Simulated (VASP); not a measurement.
Runs of VASP 6.6.1 on SnO. The structure is that of space group Pm-3m (No. 221), or close to it. The cells are those of the table. 

| task | level | potentials or basis | spin | cell | k mesh | cutoff (eV) | gap on the mesh (eV) | pressure (GPa) | relaxed volume (Å³/atom) |
| --- | --- | --- | --- | --- | --- | --- | --- | --- | --- |
| relaxation of cell and atoms | PBEsol | VASP PAW PBE potentials, release 64 (Sn_d, O) | off | relaxed from a = 3.131 Å, 2 atoms | 8 × 8 × 8 | 600 | none | 0.0 | 14.63 |
| relaxation of cell and atoms | PBE | VASP PAW PBE potentials, release 64 (Sn_d, O) | off | relaxed from a = 2.501 Å, 2 atoms | 10 × 10 × 10 | 600 | none | 0.0 | (b) |
| single point | LDA | VASP PAW LDA potentials, release 64 (Sn_d, O) | off | a = 3.103 Å, 2 atoms | 8 × 8 × 8 | 520 | none | (a) | - |
| relaxation of cell and atoms | r2SCAN | VASP PAW PBE potentials, release 64 (Sn_d, O) | off | relaxed from a = 3.131 Å, 2 atoms | 8 × 8 × 8 | 600 | - | 0.0 | 14.96 |
| single point | PBE | VASP PAW PBE potentials, release 64 (Sn_d, O) | non-collinear, zero start, SOC | a = 3.103 Å, 2 atoms | 8 × 8 × 8 | 520 | - | 3.1 | - |

Alike in all rows: smearing fermi-dirac 0.02 eV.

**Question.** Fill in the values left out.

**Answer.** (a) -5.5; (b) 14.76.

Caveats: spin-orbit coupling is left out, which moves the levels of the heavy elements (at least some runs); semilocal functionals underestimate gaps, so a narrow gap can read as zero (at least some runs); the PAW data sets were made with another functional, which shifts forces and pressure a little (at least some runs); the volume moved by over 15 % at a fixed basis, so the end points are rough (at least some runs); the cell stands under tension (at least some runs); the cell stands under pressure (at least some runs).

A k mesh can miss the band edges, and rows without SOC leave out spin-orbit coupling on Sn.

A gap of «none» marks levels without a gap at the run's occupations.
